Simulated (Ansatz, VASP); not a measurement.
**BN in VASP and in Ansatz**

```
CELL_PARAMETERS angstrom
0.00000 1.73263 1.83514
1.73263 0.00000 1.83514
1.73263 1.73263 0.00000
ATOMIC_POSITIONS crystal
B 0.00000 0.00000 0.00000
N 0.25000 0.25000 0.25000
```

Change from the starting cell: epitaxial_xy strain -4.0%.

Alike in both runs: task single point; functional PBE; k mesh 12 × 12 × 12; occupations fermi-dirac, width 0.02 eV; no spin polarisation.

```csv
,VASP,Ansatz
version,VASP 6.6.1,Ansatz 0.2.0
potentials or method,"VASP PAW PBE potentials, release 64 (B, N)","plane waves, PAW"
plane-wave cutoff (eV),520,420
valence electrons in the cell,8,8
```

```csv
,VASP,Ansatz,Ansatz less VASP
gap on the k mesh at the Fermi level (eV),3.98,3.99,+0.012
pressure (GPa),33.6,33.1,-0.49
"traceless stress, the component that is largest in VASP (GPa)",-27.25,-27.24,+0.006
```

Both programs put the cell under a high pressure, so it lies far from rest at this level.
